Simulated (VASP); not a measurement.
Runs of VASP 6.6.1 on CuAu. The structure is that of space group P4mm (No. 99), or close to it. The cells are those of the table. 

```csv
cell,k mesh,gap on the mesh (eV),largest force (eV/Å)
"a = 2.811, b = 2.811, c = 16.000 Å, 2 atoms",6 × 6 × 1,none,0.22
"a = 2.700, b = 2.700, c = 27.485 Å, 2 atoms",20 × 20 × 1,none,(a)
"a = 2.700, b = 2.700, c = 27.485 Å, 2 atoms",6 × 6 × 1,none,0.01
"a = 2.710, b = 2.710, c = 27.485 Å, 2 atoms",20 × 20 × 1,none,-
```

Alike in all rows: task single point; level PBE; potentials or basis VASP PAW PBE potentials, release 64 (Cu, Au); no spin polarisation; cutoff (eV) 520; smearing gaussian 0.1 eV.

Fill in the values left out.

(a) 0.02.

Caveats: some runs use coarse meshes; spin-orbit coupling is left out, which moves the levels of the heavy elements.

A k mesh can miss the band edges, and the runs leave out spin-orbit coupling on Au.

A gap of «none» marks levels without a gap at the run's occupations.
